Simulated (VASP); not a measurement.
# Eu (Im-3m) in VASP: single point with PBE

Aim: the single point of Eu with PBE.

All numbers are computed with VASP 6.6.1; they aren't measurements. Logs are shortened: lines on timing, memory, paths and dates and some standing lists are left out, and cuts for length are marked.

### Step 1. The cell of the first run

The structure is cubic, space group Im-3m (No. 229). Conventional cell: a = 4.039 Å, b = 4.039 Å, c = 4.039 Å, α = 90.00°, β = 90.00°, γ = 90.00°. Eu (site symmetry m-3m) has 14 Eu at 3.50 to 4.04 Å within 4.6 Å.

### Step 2. Single point, PBE, collinear spin, ferromagnetic start (32.95 Å³/atom)

POSCAR

```
Eu
1.0
   -2.0195736446      2.0195736446      2.0195736446
    2.0195736446     -2.0195736446      2.0195736446
    2.0195736446      2.0195736446     -2.0195736446
Eu
1
Direct
    0.0000000000      0.0000000000      0.0000000000
```

INCAR.step1

```
PREC = Accurate ; ENCUT = 520
EDIFF = 1E-7 ; ISMEAR = -1
SIGMA = 0.05 ; LREAL = False
LASPH = True ; NELM = 150
ALGO = Normal ; ISIF = 2
LWAVE = False ; LCHARG = True
ISPIN = 2 ; MAGMOM = 7
LMAXMIX = 6 ; GGA = PE
NBANDS = 18
```

KPOINTS.step1

```
Automatic mesh
0
Gamma
  14 14 14
```

INCAR.step2

```
PREC = Accurate ; ENCUT = 520
EDIFF = 1E-7 ; ISMEAR = -5
SIGMA = 0.05 ; LREAL = False
LASPH = True ; NELM = 150
ALGO = Normal ; ISIF = 2
LWAVE = False ; LCHARG = False
ISPIN = 2 ; MAGMOM = 7
LORBIT = 10 ; LMAXMIX = 6
GGA = PE ; NBANDS = 18
NEDOS = 1001 ; ICHARG = 11
```

KPOINTS.step2

```
Automatic mesh
0
Gamma
  21 21 21
```

Potentials or basis: VASP PAW PBE potentials, release 64 (Eu).

Started as:

```
$ cat potpaw_PBE.64/Eu/POTCAR > POTCAR
$ cp INCAR.step1 INCAR
$ cp KPOINTS.step1 KPOINTS
$ mpirun -np 1 vasp_std > vasp.out
$ cp INCAR.step2 INCAR
$ cp KPOINTS.step2 KPOINTS
$ mpirun -np 1 vasp_std > vasp.out
```

OUTCAR:

```text
PREC = Accurate
   ENCUT = 520
   EDIFF = 1E-7
   ISMEAR = -5
   LREAL = False
   LASPH = True
   NELM = 150
   ISIF = 2
   ISPIN = 2
   LORBIT = 10
   GGA = PE
   ICHARG = 11

 ion  position               nearest neighbor table
   1  0.000  0.000  0.000-

  LATTYP: Found a body centered cubic cell.
 ALAT       =     4.0391472892

  Lattice vectors:

 A1 = (  -2.0195736446,   2.0195736446,   2.0195736446)
 A2 = (   2.0195736446,  -2.0195736446,   2.0195736446)
 A3 = (   2.0195736446,   2.0195736446,  -2.0195736446)

Analysis of symmetry for initial positions (statically):
=====================================================================
 Subroutine PRICEL returns:
 Original cell was already a primitive cell.

 Routine SETGRP: Setting up the symmetry group for a
 body centered cubic supercell.

 Subroutine GETGRP returns: Found 48 space group operations
 (whereof 48 operations were pure point group operations)
 out of a pool of 48 trial point group operations.

The static configuration has the point symmetry O_h .

Analysis of symmetry for dynamics (positions and initial velocities):
=====================================================================
 Subroutine PRICEL returns:
 Original cell was already a primitive cell.

 Routine SETGRP: Setting up the symmetry group for a
 body centered cubic supercell.

 Subroutine GETGRP returns: Found 48 space group operations
 (whereof 48 operations were pure point group operations)
 out of a pool of 48 trial point group operations.

The dynamic configuration has the point symmetry O_h .

Analysis of structural, dynamic, and magnetic symmetry:
=====================================================================
 Subroutine PRICEL returns:
 Original cell was already a primitive cell.

 Routine SETGRP: Setting up the symmetry group for a
 body centered cubic supercell.

 Subroutine GETGRP returns: Found 48 space group operations
 (whereof 48 operations were pure point group operations)
 out of a pool of 48 trial point group operations.

The overall configuration has the point symmetry O_h .

 Subroutine INISYM returns: Found 48 space group operations
 (whereof 48 operations are pure point group operations),
 and found     1 'primitive' translations

----------------------------------------------------------------------------------------

                                     Primitive cell

  volume of cell :      32.9488

  direct lattice vectors                    reciprocal lattice vectors
    -2.019573645  2.019573645  2.019573645     0.000000000  0.247577008  0.247577008
     2.019573645 -2.019573645  2.019573645     0.247577008  0.000000000  0.247577008
     2.019573645  2.019573645 -2.019573645     0.247577008  0.247577008  0.000000000

  length of vectors
     3.498004162  3.498004162  3.498004162     0.350126762  0.350126762  0.350126762

  position of ions in fractional coordinates (direct lattice)
     0.000000000  0.000000000  0.000000000

  ion indices of the primitive-cell ions
   primitive index   ion index
                 1           1

----------------------------------------------------------------------------------------

 KPOINTS: Automatic mesh

Automatic generation of k-mesh.
 Grid dimensions read from file:
 generate k-points for:   21   21   21

 Generating k-lattice:

  Cartesian coordinates                     Fractional coordinates (reciprocal lattice)
     0.000000000  0.011789381  0.011789381     0.047619048  0.000000000  0.000000000
     0.011789381  0.000000000  0.011789381     0.000000000  0.047619048  0.000000000
     0.011789381  0.011789381  0.000000000     0.000000000  0.000000000  0.047619048

  Length of vectors
     0.016672703  0.016672703  0.016672703

  Shift w.r.t. Gamma in fractional coordinates (k-lattice)
     0.000000000  0.000000000  0.000000000

 TETIRR: Found  10986 inequivalent tetrahedra from    55566

 Subroutine IBZKPT returns following result:
 ===========================================

 Found    286 irreducible k-points:

 Following reciprocal coordinates:
            Coordinates               Weight
  0.000000  0.000000  0.000000      1.000000
  0.047619  0.000000  0.000000     12.000000
  0.095238  0.000000  0.000000     12.000000
  0.142857  0.000000  0.000000     12.000000
  0.190476  0.000000  0.000000     12.000000
  0.238095  0.000000  0.000000     12.000000
[... 16 lines left out ...]
  0.142857  0.095238  0.000000     48.000000
  0.190476  0.095238 -0.000000     48.000000
 [... further k-points ...]
   k-points           NKPTS =    286   k-points in BZ     NKDIM =    286   number of bands    NBANDS=     18
   number of dos      NEDOS =   1001   number of ions     NIONS =      1
   total plane-waves  NPLWV =  21952
   dimension x,y,z NGX =    28 NGY =   28 NGZ =   28
   dimension x,y,z NGXF=    56 NGYF=   56 NGZF=   56
   ions per type =               1
   NGX,Y,Z   is equivalent  to a cutoff of  13.31, 13.31, 13.31 a.u.
   NGXF,Y,Z  is equivalent  to a cutoff of  26.61, 26.61, 26.61 a.u.
 SYSTEM =  unknown system
   PREC   = accura    normal or accurate (medium, high low for compatibility)
   ISTART =      0    job   : 0-new  1-cont  2-samecut
   ICHARG =     11    charge: 1-file 2-atom 10-const
   ISPIN  =      2    spin polarized calculation?
   LNONCOLLINEAR =      F non collinear calculations
   LSORBIT =      F    spin-orbit coupling
   LASPH  =      T    aspherical Exc in radial PAW
   ENCUT  =  520.0 eV  38.22 Ry    6.18 a.u.   6.50  6.50  6.50*2*pi/ulx,y,z
   NELM   =    150;   NELMIN=  2; NELMDL=  0     # of ELM steps
   EDIFF  = 0.1E-06   stopping-criterion for ELM
   LREAL  =      F    real-space projection
   EDIFFG = 0.1E-05   stopping-criterion for IOM
   NSW    =      0    number of steps for IOM
   IBRION =     -1    ionic relax: 0-MD 1-quasi-New 2-CG
   NFREE  =      0    steps in history (QN), initial steepest desc. (CG)
   ISIF   =      2    stress and relaxation
   ISYM   =      2    0-nonsym 1-usesym 2-fastsym
   POTIM  = 0.5000    time-step for ionic-motion
   TEBEG  =    0.0;   TEEND  =   0.0 temperature during run
   PSTRESS=    0.0 pullay stress
   NELECT =      17.0000    total number of electrons
   NUPDOWN=      -1.0000    fix difference up-down
   EMIN   =  10.00;   EMAX   =-10.00  energy-range for DOS
   EFERMI =   0.00;   METHOD = LEGACY
   ISMEAR =    -5;   SIGMA  =   0.05  broadening in eV -4-tet -1-fermi 0-gaus
   EFERMI_NEDOS =   21; number of points for ismear=-14 and -15
   IALGO  =     38    algorithm
   IMIX   =      4    mixing-type and parameters
     AMIX     =   0.40;   BMIX     =  1.00
     AMIX_MAG =   1.60;   BMIX_MAG =  1.00
  volume/ion in A,a.u.               =      32.95       222.35
  Fermi-wavevector in a.u.,A,eV,Ry     =   1.313040  2.481287 23.457468  1.724075
  Thomas-Fermi vector in A             =   2.443391
   LORBIT       =     10    0 simple, 1 ext, 2 COOP (PROOUT), +10 PAW based schemes
   GGA     = PE    functional components
   LHFCALC =     F    Hartree Fock is set to
   AEXX    =    0.0000 exact exchange contribution
   IVDW    =     0    specifies the selected vdW correction
   LEPSILON=     F    determine dielectric tensor
   LRPA    =     F    only Hartree local field effects (RPA)
 spin polarized calculation
 Fermi weights with tetrahedron method with Bloechl corrections
  energy-cutoff  :      520.00
  volume of cell :       32.95
 maximum number of plane-waves:       935
 NGX is ok and might be reduce to    28

 number of electron      17.0000003 magnetization       7.1768668

 Free energy of the ion-electron system (eV)
  ---------------------------------------------------
  ext. energy  EPLUGINS =         0.00000000
  ---------------------------------------------------
  free energy    TOTEN  =       -11.32366573 eV

  energy without entropy =      -11.32366573  energy(sigma->0) =      -11.32366573

 E-fermi :   3.0800     XC(G=0):  -9.8744

 val. band max:        3.1025216021   @ k =  -0.3333   0.4286   0.2381
 cond. band min:       3.0611188165   @ k =  -0.3333   0.3333   0.3333
 fundamental gap:     -0.0414027857
 Fermi energy:         3.0800311970

 spin component 1

 k-point     1 :       0.0000    0.0000    0.0000
  band No.  band energies     occupation
      1     -38.4005      1.00000
      2     -16.6907      1.00000
      3     -16.6907      1.00000
      4     -16.6907      1.00000
      5      -1.5454      1.00000
      6       2.4801      1.00000
[... 10 lines left out ...]
     17       7.3194      0.00000
     18      13.8237      0.00000

 k-point     2 :       0.0476    0.0000    0.0000
  band No.  band energies     occupation
      1     -38.3983      1.00000
      2     -16.7138      1.00000
      3     -16.6975      1.00000
      4     -16.6909      1.00000
      5      -1.4749      1.00000
      6       2.4782      1.00000
[... 10 lines left out ...]
     17       7.3225      0.00000
     18      13.9158      0.00000

 k-point     3 :       0.0952    0.0000    0.0000
  band No.  band energies     occupation
      1     -38.3919      1.00000
      2     -16.7806      1.00000
      3     -16.7173      1.00000
      4     -16.6915      1.00000
      5      -1.2689      1.00000
      6       2.4726      1.00000
[... 10 lines left out ...]
     17       7.3346      0.00000
     18      14.1669      0.00000

 k-point     4 :       0.1429    0.0000    0.0000
  band No.  band energies     occupation
      1     -38.3819      1.00000
      2     -16.8832      1.00000
      3     -16.7482      1.00000
      4     -16.6924      1.00000
      5      -0.9440      1.00000
      6       2.4645      1.00000
[... 375 lines left out ...]
      4     -16.7127      1.00000
      5      -0.7561      1.00000
      6       2.4593      1.00000
[... 10 lines left out ...]
     17       7.4911      0.00000
     18      14.4460      0.00000

 k-point    23 :       0.1429    0.0952    0.0000
  band No.  band energies     occupation
      1     -38.3640      1.00000
      2     -17.0535      1.00000
      3     -16.7851      1.00000
      4     -16.7196      1.00000
      5      -0.3514      1.00000
      6       2.4492      1.00000
[... 10 lines left out ...]
     17       7.6176      0.00000
     18      14.7008      0.00000

 k-point    24 :       0.1905    0.0952   -0.0000
  band No.  band energies     occupation
      1     -38.3501      1.00000
      2     -17.1778      1.00000
      3     -16.8327      1.00000
      4     -16.7233      1.00000
      5       0.1030      1.00000
      6       2.4427      1.00000
[... 10 lines left out ...]
     17       7.7476      0.00000
     18      14.4259      0.00000

 [... further k-points ...]

 spin component 2

 k-point     1 :       0.0000    0.0000    0.0000
  band No.  band energies     occupation
      1     -35.3238      1.00000
      2     -14.3623      1.00000
      3     -14.3623      1.00000
      4     -14.3623      1.00000
      5      -0.6712      1.00000
      6       6.1942      0.00000
[... 10 lines left out ...]
     17       8.4234      0.00000
     18      15.0282      0.00000

 k-point     2 :       0.0476    0.0000    0.0000
  band No.  band energies     occupation
      1     -35.3210      1.00000
      2     -14.3908      1.00000
      3     -14.3704      1.00000
      4     -14.3626      1.00000
      5      -0.5963      1.00000
      6       6.0989      0.00000
[... 10 lines left out ...]
     17       8.4541      0.00000
     18      15.1281      0.00000

 k-point     3 :       0.0952    0.0000    0.0000
  band No.  band energies     occupation
      1     -35.3130      1.00000
      2     -14.4730      1.00000
      3     -14.3939      1.00000
      4     -14.3635      1.00000
      5      -0.3781      1.00000
      6       5.8780      0.00000
[... 10 lines left out ...]
     17       8.5352      0.00000
     18      15.2790      0.00000

 k-point     4 :       0.1429    0.0000    0.0000
  band No.  band energies     occupation
      1     -35.3004      1.00000
      2     -14.5986      1.00000
      3     -14.4306      1.00000
      4     -14.3650      1.00000
      5      -0.0365      1.00000
      6       5.6081      0.00000
[... 375 lines left out ...]
      4     -14.3893      1.00000
      5       0.1605      1.00000
      6       5.4406      0.00000
[... 10 lines left out ...]
     17       8.7485      0.00000
     18      15.6015      0.00000

 k-point    23 :       0.1429    0.0952    0.0000
  band No.  band energies     occupation
      1     -35.2779      1.00000
      2     -14.8048      1.00000
      3     -14.4753      1.00000
      4     -14.3980      1.00000
      5       0.5813      1.00000
      6       5.1247      0.00000
[... 10 lines left out ...]
     17       8.8985      0.00000
     18      15.8608      0.00000

 k-point    24 :       0.1905    0.0952   -0.0000
  band No.  band energies     occupation
      1     -35.2605      1.00000
      2     -14.9546      1.00000
      3     -14.5319      1.00000
      4     -14.4031      1.00000
      5       1.0480      1.00000
      6       4.8342      0.00000
[... 10 lines left out ...]
     17       9.0450      0.00000
     18      15.6163      0.00000

 [... further k-points ...]

------------------------ aborting loop because EDIFF is reached ----------------------------------------

  FORCE on cell =-STRESS in cart. coord.  units (eV):
  Direction    XX          YY          ZZ          XY          YZ          ZX
  --------------------------------------------------------------------------------------
  -------------------------------------------------------------------------------------
  Total        1.0765050      1.0765050      1.0765050      0.0000000     -0.0000000      0.0000000
  in kB       52.3464892     52.3464892     52.3464892      0.0000000     -0.0000000      0.0000000
  external PRESSURE =      52.3464892 kB  Pullay stress =       0.0000000 kB

 VOLUME and BASIS-vectors are now :
 -----------------------------------------------------------------------------
  energy-cutoff  :      520.00
  volume of cell :       32.95
      direct lattice vectors                 reciprocal lattice vectors
    -2.019573645  2.019573645  2.019573645     0.000000000  0.247577008  0.247577008
     2.019573645 -2.019573645  2.019573645     0.247577008  0.000000000  0.247577008
     2.019573645  2.019573645 -2.019573645     0.247577008  0.247577008  0.000000000

 POSITION                                       TOTAL-FORCE (eV/Angst)
 -----------------------------------------------------------------------------------
      0.00000      0.00000      0.00000         0.000000      0.000000     -0.000000
 -----------------------------------------------------------------------------------
    total drift:                               -0.000000     -0.000000     -0.000000

  FREE ENERGIE OF THE ION-ELECTRON SYSTEM (eV)
  ---------------------------------------------------
  free  energy   TOTEN  =       -11.3236657304 eV

  energy  without entropy=      -11.3236657304  energy(sigma->0) =      -11.32366573

 total charge

# of ion       s       p       d       f       tot
--------------------------------------------------
    1        2.100   5.692   0.426   6.576  14.794

 magnetization (x)

# of ion       s       p       d       f       tot
--------------------------------------------------
    1        0.000  -0.088   0.146   6.569   6.628
```

Wall time 11 min (1 thread of Intel Xeon 8259CL, shared host); peak memory 0.46 GiB.

Results:

* Net moment: 7.18 μB per cell
* Site moments: Eu +6.63 μB
* Valence electrons inside the program's atomic spheres: Eu 14.79

Caveat: spin-orbit coupling is left out, which moves the levels of the heavy elements; semilocal functionals describe open f shells poorly, which spoils levels, moments and volumes; tetrahedron occupations give inexact forces and stress in metals. The state reached can hang on the start; a lower one may exist.
